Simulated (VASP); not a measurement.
InSe:

```xyz
4
Lattice="2.0000 1.1547 8.4400 -2.0000 1.1547 8.4400 0.0000 -2.3094 8.4400" Properties=species:S:1:pos:R:3 pbc="T T T"
In    0.0000    0.0000    0.0000
In    0.0000    0.0000    2.8206
Se    0.0000    0.0000   15.6098
Se    0.0000    0.0000   20.9675
```

Base run:

* Program: VASP 6.6.1
* Functional: PBEsol
* Potentials or basis: VASP PAW PBE potentials, release 64 (In_d, Se)
* Cutoff: 520 eV
* k mesh: 6 × 6 × 6
* Occupations: gaussian, width 0.01 eV
* Spin: no spin polarisation

Its results: band gap on the k mesh 0.33 eV, direct; pressure 0.2 GPa; largest force 0.318 eV/Å.

**Question.** The run is repeated on the same cell with these changes: functional from PBEsol to LDA; potentials or basis from VASP PAW PBE potentials, release 64 (In_d, Se) to VASP PAW LDA potentials, release 64 (In_d, Se). What comes out?

**Answer.** Band gap on the k mesh 0.23 eV, direct; pressure -1.3 GPa; largest force 0.251 eV/Å.

Caveats: spin-orbit coupling is left out, which moves the levels of the heavy elements; the PAW data sets were made with another functional, which shifts forces and pressure a little (some runs).

A k mesh can miss the band edges.
